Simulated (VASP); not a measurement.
Here is a VASP 6.6.1 calculation.

Contents of INCAR:

```
PREC = Accurate
ENCUT = 600
EDIFF = 1E-6
ISMEAR = 0
SIGMA = 0.1
LREAL = F
LASPH = T
NELM = 100
ALGO = Fast
ISIF = 4
LWAVE = F
LCHARG = F
GGA = PS
IBRION = 2
NSW = 50
EDIFFG = -0.01
```

The input KPOINTS:

```
Automatic mesh
0
Gamma
  18 18 8
```

The input POSCAR:

```
Zn
1.0
    2.6183526921      0.0000000000      0.0000000000
   -1.3091763461      2.2675599475      0.0000000000
    0.0000000000      0.0000000000      4.9435354018
Zn
2
Direct
    0.3333333333      0.6666666667      0.2500000000
    0.6666666667      0.3333333333      0.7500000000
```

Potentials or basis: VASP PAW PBE potentials, release 64 (Zn).

The run is started by

```sh
$ cat potpaw_PBE.64/Zn/POTCAR > POTCAR
$ mpirun -np 1 vasp_std > vasp.out
```

**Question.** Estimate the band gap on the k mesh.

**Answer.** Zero (bands 12 and 13 overlap by 5.17 eV).

Final structure:
```
Zn
1.0
     2.60254    0.00000    0.00000
    -1.30127    2.25387    0.00000
     0.00000    0.00000    5.00378
Zn
2
Direct
  0.33333 0.66667 0.25000
  0.66667 0.33333 0.75000
```
